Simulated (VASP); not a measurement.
# Hf (P6_3/mmc) in VASP: notebook, part 2 of 2

VASP 6.6.1. The steps go on from the part before.

### Step 5. Single point, PBE

Contents of INCAR:

```
  ALGO = Fast
  EDIFF = 1E-6
  ENCUT = 520
  GGA = PE
  ISIF = 2
  ISMEAR = 0
  LASPH = True
  LCHARG = False
  LREAL = False
  LWAVE = False
  NBANDS = 17
  NELM = 80
  PREC = Accurate
  SIGMA = 0.013000000000000001
```

Contents of KPOINTS:

```
k-points
0
Gamma
  10 10 5
```

Contents of POSCAR:

```
Hf
1.0
    3.1967000000      0.0000000000      0.0000000000
   -1.5983500000      2.7684234083      0.0000000000
    0.0000000000      0.0000000000      5.0578000000
Hf
2
Direct
    0.6666666667      0.3333333333      0.7500000000
    0.3333333333      0.6666666667      0.2500000000
```

Potentials or basis: VASP PAW PBE potentials, release 64 (Hf_pv).

The run is started by

```
$ cat potpaw_PBE.64/Hf_pv/POTCAR > POTCAR
$ mpirun -np 1 vasp_std > vasp.out
```

OUTCAR:

```text
EDIFF = 1E-6
   ENCUT = 520
   GGA = PE
   ISIF = 2
   ISMEAR = 0
   LASPH = True
   LREAL = False
   NELM = 80
   PREC = Accurate

 ion  position               nearest neighbor table
   1  0.667  0.333  0.750-   2 3.13   2 3.13   2 3.13   2 3.13   2 3.13   2 3.13
   2  0.333  0.667  0.250-   1 3.13   1 3.13   1 3.13   1 3.13   1 3.13   1 3.13

  LATTYP: Found a hexagonal cell.
 ALAT       =     3.1967000000
 C/A-ratio  =     1.5821941377

  Lattice vectors:

 A1 = (   3.1967000000,   0.0000000000,   0.0000000000)
 A2 = (  -1.5983500000,   2.7684234083,   0.0000000000)
 A3 = (   0.0000000000,   0.0000000000,   5.0578000000)

Analysis of symmetry for initial positions (statically):
=====================================================================
 Subroutine PRICEL returns:
 Original cell was already a primitive cell.

 Routine SETGRP: Setting up the symmetry group for a
 hexagonal supercell.

 Subroutine GETGRP returns: Found 24 space group operations
 (whereof 12 operations were pure point group operations)
 out of a pool of 24 trial point group operations.

The static configuration has the point symmetry D_3d.
 The point group associated with its full space group is D_6h.

Analysis of symmetry for dynamics (positions and initial velocities):
=====================================================================
 Subroutine PRICEL returns:
 Original cell was already a primitive cell.

 Routine SETGRP: Setting up the symmetry group for a
 hexagonal supercell.

 Subroutine GETGRP returns: Found 24 space group operations
 (whereof 12 operations were pure point group operations)
 out of a pool of 24 trial point group operations.

The dynamic configuration has the point symmetry D_3d.
 The point group associated with its full space group is D_6h.

 Subroutine INISYM returns: Found 24 space group operations
 (whereof 12 operations are pure point group operations),
 and found     1 'primitive' translations

----------------------------------------------------------------------------------------

                                     Primitive cell

  volume of cell :      44.7606

  direct lattice vectors                    reciprocal lattice vectors
     3.196700000  0.000000000  0.000000000     0.312822598  0.180608211  0.000000000
    -1.598350000  2.768423408  0.000000000     0.000000000  0.361216423  0.000000000
     0.000000000  0.000000000  5.057800000     0.000000000  0.000000000  0.197714421

  length of vectors
     3.196700000  3.196700000  5.057800000     0.361216423  0.361216423  0.197714421

  position of ions in fractional coordinates (direct lattice)
     0.666666667  0.333333333  0.750000000
     0.333333333  0.666666667  0.250000000

  ion indices of the primitive-cell ions
   primitive index   ion index
                 1           1
                 2           2

----------------------------------------------------------------------------------------

 KPOINTS: k-points

Automatic generation of k-mesh.
 Grid dimensions read from file:
 generate k-points for:   10   10    5

 Generating k-lattice:

  Cartesian coordinates                     Fractional coordinates (reciprocal lattice)
     0.031282260  0.018060821  0.000000000     0.100000000 -0.000000000  0.000000000
     0.000000000  0.036121642  0.000000000     0.000000000  0.100000000  0.000000000
     0.000000000  0.000000000  0.039542884     0.000000000  0.000000000  0.200000000

  Length of vectors
     0.036121642  0.036121642  0.039542884

  Shift w.r.t. Gamma in fractional coordinates (k-lattice)
     0.000000000  0.000000000  0.000000000

 Subroutine IBZKPT returns following result:
 ===========================================

 Found     42 irreducible k-points:

 Following reciprocal coordinates:
            Coordinates               Weight
  0.000000  0.000000  0.000000      1.000000
  0.100000  0.000000  0.000000      6.000000
  0.200000  0.000000  0.000000      6.000000
  0.300000  0.000000  0.000000      6.000000
  0.400000  0.000000  0.000000      6.000000
  0.500000  0.000000  0.000000      3.000000
[... 16 lines left out ...]
  0.300000  0.100000  0.200000     24.000000
  0.400000  0.100000  0.200000     24.000000
 [... further k-points ...]
   k-points           NKPTS =     42   k-points in BZ     NKDIM =     42   number of bands    NBANDS=     17
   number of dos      NEDOS =    301   number of ions     NIONS =      2
   total plane-waves  NPLWV =  23040
   dimension x,y,z NGX =    24 NGY =   24 NGZ =   40
   dimension x,y,z NGXF=    48 NGYF=   48 NGZF=   80
   ions per type =               2
   NGX,Y,Z   is equivalent  to a cutoff of  12.48, 12.48, 13.15 a.u.
   NGXF,Y,Z  is equivalent  to a cutoff of  24.96, 24.96, 26.30 a.u.
 SYSTEM =  unknown system
   PREC   = accura    normal or accurate (medium, high low for compatibility)
   ISTART =      0    job   : 0-new  1-cont  2-samecut
   ICHARG =      2    charge: 1-file 2-atom 10-const
   ISPIN  =      1    spin polarized calculation?
   LNONCOLLINEAR =      F non collinear calculations
   LSORBIT =      F    spin-orbit coupling
   LASPH  =      T    aspherical Exc in radial PAW
   ENCUT  =  520.0 eV  38.22 Ry    6.18 a.u.   5.94  5.94  9.40*2*pi/ulx,y,z
   NELM   =     80;   NELMIN=  2; NELMDL= -5     # of ELM steps
   EDIFF  = 0.1E-05   stopping-criterion for ELM
   LREAL  =      F    real-space projection
   EDIFFG = 0.1E-04   stopping-criterion for IOM
   NSW    =      0    number of steps for IOM
   IBRION =     -1    ionic relax: 0-MD 1-quasi-New 2-CG
   NFREE  =      0    steps in history (QN), initial steepest desc. (CG)
   ISIF   =      2    stress and relaxation
   ISYM   =      2    0-nonsym 1-usesym 2-fastsym
   POTIM  = 0.5000    time-step for ionic-motion
   TEBEG  =    0.0;   TEEND  =   0.0 temperature during run
   PSTRESS=    0.0 pullay stress
   NELECT =      20.0000    total number of electrons
   NUPDOWN=      -1.0000    fix difference up-down
   EMIN   =  10.00;   EMAX   =-10.00  energy-range for DOS
   EFERMI =   0.00;   METHOD = LEGACY
   ISMEAR =     0;   SIGMA  =   0.01  broadening in eV -4-tet -1-fermi 0-gaus
   EFERMI_NEDOS =   21; number of points for ismear=-14 and -15
   IALGO  =     68    algorithm
   IMIX   =      4    mixing-type and parameters
     AMIX     =   0.40;   BMIX     =  1.00
     AMIX_MAG =   1.60;   BMIX_MAG =  1.00
  volume/ion in A,a.u.               =      22.38       151.03
  Fermi-wavevector in a.u.,A,eV,Ry     =   1.251563  2.365112 21.312311  1.566411
  Thomas-Fermi vector in A             =   2.385505
   LORBIT       =      0    0 simple, 1 ext, 2 COOP (PROOUT), +10 PAW based schemes
   GGA     = PE    functional components
   LHFCALC =     F    Hartree Fock is set to
   AEXX    =    0.0000 exact exchange contribution
   IVDW    =     0    specifies the selected vdW correction
   LEPSILON=     F    determine dielectric tensor
   LRPA    =     F    only Hartree local field effects (RPA)
 non-spin polarized calculation
 RMM-DIIS sequential band-by-band and
 Gauss-broadening in eV      SIGMA  =   0.01
  energy-cutoff  :      520.00
  volume of cell :       44.76
 maximum number of plane-waves:      1220
 NGX is ok and might be reduce to    24
   NGX = 11   NGY = 11   NGZ = 19

 number of electron      20.0000004 magnetization

 Free energy of the ion-electron system (eV)
  ---------------------------------------------------
  ext. energy  EPLUGINS =         0.00000000
  ---------------------------------------------------
  free energy    TOTEN  =       -19.84948374 eV

  energy without entropy =      -19.84923849  energy(sigma->0) =      -19.84936112

 E-fermi :   4.8968     XC(G=0): -11.2813

 val. band max:        4.8944568049   @ k =   0.1000   0.1000   0.4000
 cond. band min:       4.9099705952   @ k =   0.1000   0.1000   0.2000
 fundamental gap:      0.0155137903
 Fermi energy:         4.8968304089

 k-point     1 :       0.0000    0.0000    0.0000
  band No.  band energies     occupation
      1     -26.1607      2.00000
      2     -25.4174      2.00000
      3     -25.4174      2.00000
      4     -25.2952      2.00000
      5     -25.2898      2.00000
      6     -25.2898      2.00000
[... 9 lines left out ...]
     16       7.5533      0.00000
     17      10.2473      0.00000
[... 441 lines left out ...]
 k-point    24 :       0.4000    0.1000    0.2000
  band No.  band energies     occupation
      1     -26.0150      2.00000
      2     -25.8882      2.00000
      3     -25.7050      2.00000
      4     -25.5861      2.00000
      5     -25.4917      2.00000
      6     -25.4205      2.00000
[... 9 lines left out ...]
     16      10.8515      0.00000
     17      11.6800      0.00000

 [... further k-points ...]
[... 5 lines left out ...]
  --------------------------------------------------------------------------------------
  -------------------------------------------------------------------------------------
  Total        0.1202252      0.1202252      0.0414959      0.0000000      0.0000000      0.0000000
  in kB        4.3033833      4.3033833      1.4853179      0.0000000      0.0000000      0.0000000
  external PRESSURE =       3.3640282 kB  Pullay stress =       0.0000000 kB

 VOLUME and BASIS-vectors are now :
 -----------------------------------------------------------------------------
  energy-cutoff  :      520.00
  volume of cell :       44.76
      direct lattice vectors                 reciprocal lattice vectors
     3.196700000  0.000000000  0.000000000     0.312822598  0.180608211  0.000000000
    -1.598350000  2.768423408  0.000000000     0.000000000  0.361216423  0.000000000
     0.000000000  0.000000000  5.057800000     0.000000000  0.000000000  0.197714421

 POSITION                                       TOTAL-FORCE (eV/Angst)
 -----------------------------------------------------------------------------------
      1.59835      0.92281      3.79335        -0.000000      0.000000      0.000000
     -0.00000      1.84562      1.26445         0.000000     -0.000000      0.000000
 -----------------------------------------------------------------------------------
    total drift:                               -0.000000      0.000000     -0.000000

  FREE ENERGIE OF THE ION-ELECTRON SYSTEM (eV)
  ---------------------------------------------------
  free  energy   TOTEN  =       -19.8494837382 eV

  energy  without entropy=      -19.8492384925  energy(sigma->0) =      -19.84936112
```

OSZICAR:

```text
N       E                     dE             d eps       ncg     rms          rms(c)
DAV:   1     0.498019371783E+02    0.49802E+02   -0.11473E+04  1436   0.113E+03
DAV:   2    -0.186227277904E+02   -0.68425E+02   -0.66737E+02  1827   0.248E+02
DAV:   3    -0.205456537079E+02   -0.19229E+01   -0.19031E+01  1850   0.271E+01
DAV:   4    -0.205615005404E+02   -0.15847E-01   -0.15836E-01  1854   0.295E+00
DAV:   5    -0.205616525997E+02   -0.15206E-03   -0.15203E-03  1818   0.257E-01    0.647E+01
RMM:   6    -0.200366768570E+02    0.52498E+00   -0.43548E-01  1438   0.400E+00    0.386E+01
RMM:   7    -0.198557076537E+02    0.18097E+00   -0.10125E+00  1613   0.608E+00    0.210E+00
RMM:   8    -0.198481703593E+02    0.75373E-02   -0.87033E-02  1582   0.209E+00    0.660E-01
RMM:   9    -0.198494022876E+02   -0.12319E-02   -0.14204E-02  1982   0.767E-01    0.436E-01
RMM:  10    -0.198498153494E+02   -0.41306E-03   -0.24212E-03  1944   0.312E-01    0.100E+00
RMM:  11    -0.198496320708E+02    0.18328E-03   -0.26853E-04  1825   0.115E-01    0.607E-01
RMM:  12    -0.198494847045E+02    0.14737E-03   -0.27803E-04  1626   0.100E-01    0.109E-01
RMM:  13    -0.198494837266E+02    0.97792E-06   -0.35030E-05  1861   0.424E-02    0.775E-02
RMM:  14    -0.198494837382E+02   -0.11580E-07   -0.62260E-06  1770   0.171E-02
   1 F= -.19849484E+02 E0= -.19849361E+02  d E =-.245246E-03
```

Run time: 26 s. Hardware: 1 thread of Intel Xeon Platinum 8259CL at 2.50GHz (Skylake/Cascade Lake), shared host; peak memory 0.16 GiB.

What came out:

```
Free energy            : -19.8495 eV
Pressure               : 0.3 GPa
Band gap on the k mesh : zero (band 10 reaches 6.10 eV, above the bottom of band 11 at 4.59 eV)
```

Caveat: spin-orbit coupling is left out, which moves the levels of the heavy elements.

### Step 6. Overview

```csv
task,level,cell,k mesh,cutoff (eV),smearing,gap on the mesh (eV),pressure (GPa)
relaxation of cell and atoms,PBEsol,relaxed,10 × 10 × 5,600,fermi-dirac 0.05 eV,none,0.0
single point,PBE,as given,12 × 12 × 6,520,fermi-dirac 0.05 eV,none,0.4
single point,PBE,as given,14 × 14 × 7,520,fermi-dirac 0.05 eV,none,0.3
single point,PBE,as given,10 × 10 × 5,520,gaussian 0.013 eV,none,0.3
```

Alike in all rows: potentials or basis VASP PAW PBE potentials, release 64 (Hf_pv); no spin polarisation.

Every run on the cell as given and a fine mesh finds a metal.

Caveats: spin-orbit coupling is left out, which moves the levels of the heavy elements; the PAW data sets were made with another functional, which shifts forces and pressure a little (some runs).

Total energies depend on the potentials used, so only differences within one code and one set of settings carry meaning.
